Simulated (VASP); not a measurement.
A run of VASP 6.6.1 is set up as follows.

The input INCAR:

```
PREC = Accurate
ENCUT = 520
EDIFF = 1E-6
ISMEAR = -1
SIGMA = 0.05
LREAL = F
LASPH = T
NELM = 80
ALGO = Normal
ISIF = 2
LWAVE = F
LCHARG = T
GGA = PE
LELF = T
LVHAR = T
NBANDS = 26
```

Contents of KPOINTS:

```
Automatic mesh
0
Gamma
  16 16 9
```

The input POSCAR:

```
ZnO
1.0
    3.2493080000      0.0000000000      0.0000000000
   -1.6246540000      2.8139832727      0.0000000000
    0.0000000000      0.0000000000      5.2057090000
Zn O
2 2
Direct
    0.6666666667      0.3333333333      0.0000000000
    0.3333333333      0.6666666667      0.5000000000
    0.3333333333      0.6666666667      0.8790100000
    0.6666666667      0.3333333333      0.3790100000
```

Potentials or basis: VASP PAW PBE potentials, release 64 (Zn, O).

The run is started by

```sh
$ cat potpaw_PBE.64/Zn/POTCAR potpaw_PBE.64/O/POTCAR > POTCAR
$ mpirun -np 1 vasp_std > vasp.out
```

(1) Predict the pressure.

(2) What does it give for the largest force?

(3) Estimate the band gap on the k mesh.

Answers

(1) 6.0 GPa.

(2) 0.074 eV/Å.

(3) 0.79 eV, direct.
